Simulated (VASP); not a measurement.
Runs of VASP 6.6.1 on W. The structure is that of space group Fm-3m (No. 225), or close to it. The cells are those of the table. 

| task | cell | cutoff (eV) | k mesh for the DOS | occupations for the DOS | gap on the mesh (eV) | pressure (GPa) |
| --- | --- | --- | --- | --- | --- | --- |
| single point | a = 2.510 Å, angles 60.0°, 1 atom | 520 | - | - | none | 218.5 |
| single point | a = 2.730 Å, angles 60.0°, 1 atom | 520 | - | - | none | 40.5 |
| single point | a = 2.624 Å, angles 60.0°, 1 atom | 520 | - | - | none | (a) |
| relaxation of cell and atoms | relaxed from a = 2.810 Å, angles 60.0°, 1 atom | 600 | - | - | none | 0.0 |
| single point | a = 2.827 Å, angles 60.0°, 1 atom | 520 | - | - | none | 0.7 |

Alike in all rows: level PBEsol; potentials or basis VASP PAW PBE potentials, release 64 (W_sv); no spin polarisation; k mesh 18 × 18 × 18; smearing fermi-dirac 0.05 eV.

Question: Estimate the missing entries.

Answer: (a) 106.1.

Caveats: the PAW data sets were made with another functional, which shifts forces and pressure a little; spin-orbit coupling is left out, which moves the levels of the heavy elements.

A k mesh can miss the band edges, and the runs leave out spin-orbit coupling on W.

A gap of «none» marks levels without a gap at the run's occupations.
